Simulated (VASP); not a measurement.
A run of VASP 6.6.1:

Contents of INCAR:

```
  PREC = Accurate
  ENCUT = 520
  EDIFF = 1E-7
  ISMEAR = -1
  SIGMA = 0.05
  LREAL = Auto
  LASPH = True
  NELM = 100
  ALGO = Normal
  ISIF = 2
  LWAVE = False
  LCHARG = False
  GGA = PE
  NBANDS = 72
```

The input KPOINTS:

```
regular mesh
0
Gamma
  2 2 1
```

Contents of POSCAR:

```
H10C21O
1.0
    5.0487420000      0.0000000000      0.0000000000
    0.0000000000      5.0487420000      0.0000000000
    0.0000000000      0.0000000000     19.8355610000
H C O
10 21 1
Direct
    0.4277897346      0.0000000000      0.0504145055
    0.0722160095      0.0000000000      0.0504145055
    0.9277954786      0.0000000000      0.0504145055
    0.5722217535      0.0000000000      0.0504145055
    0.4277897346      0.5000057440      0.0504145055
    0.0722160095      0.5000057440      0.0504145055
    0.9277954786      0.5000057440      0.0504145055
    0.5722217535      0.5000057440      0.0504145055
    0.9986051971      2.4759237054      0.8089057829
    0.9309051641      2.3438313940      0.8427944135
    0.2500028720      0.0000000000      0.0824125922
    0.7500086160      0.0000000000      0.0824125922
    0.2500028720      0.5000057440      0.0824125922
    0.7500086160      0.5000057440      0.0824125922
    0.2500028720      0.2500028720      0.1274075384
    0.7500086160      0.2500028720      0.1274075384
    0.2500028720      0.7500086160      0.1274075384
    0.7500086160      0.7500086160      0.1274075384
    0.0137459985      0.2720479676      0.1860597742
    0.4829916046      0.2709585873      0.1793647278
    0.0092498290      0.8113704364      0.1895787066
    0.5107410915      0.8037645814      0.1704363189
    0.0015845531      0.0508641559      0.2376388548
    0.5319939106      0.0868137053      0.2372002486
   -0.0118247278      0.5410258635      0.2423979841
    0.4894882725      0.5689338057      0.2256754926
    0.2817929694      0.0403070706      0.2713207859
    0.7768469849      0.1027186574      0.2821750290
    0.1924439791      0.2236398691      0.3275127938
    0.6921724263      0.5479384766      0.2787317183
    1.2233146396      0.4464478478      0.2974102926
    0.6861907382      0.5261508709      0.3438017206
```

Potentials or basis: VASP PAW PBE potentials, release 64 (H, C, O).

Launch:

```console
$ cat potpaw_PBE.64/H/POTCAR potpaw_PBE.64/C/POTCAR potpaw_PBE.64/O/POTCAR > POTCAR
$ mpirun -np 1 vasp_std > vasp.out
```

Hardware: 1 thread of Intel(R) Xeon(R) 6975P-C (Granite Rapids) (shared host).

**Question.** How long does it take, and how much memory?

**Answer.** It took 4.6 min on 1 thread of Intel(R) Xeon(R) 6975P-C (Granite Rapids), on a shared host, peak memory 0.57 GiB. Counts: scf iterations 30, k points 4.
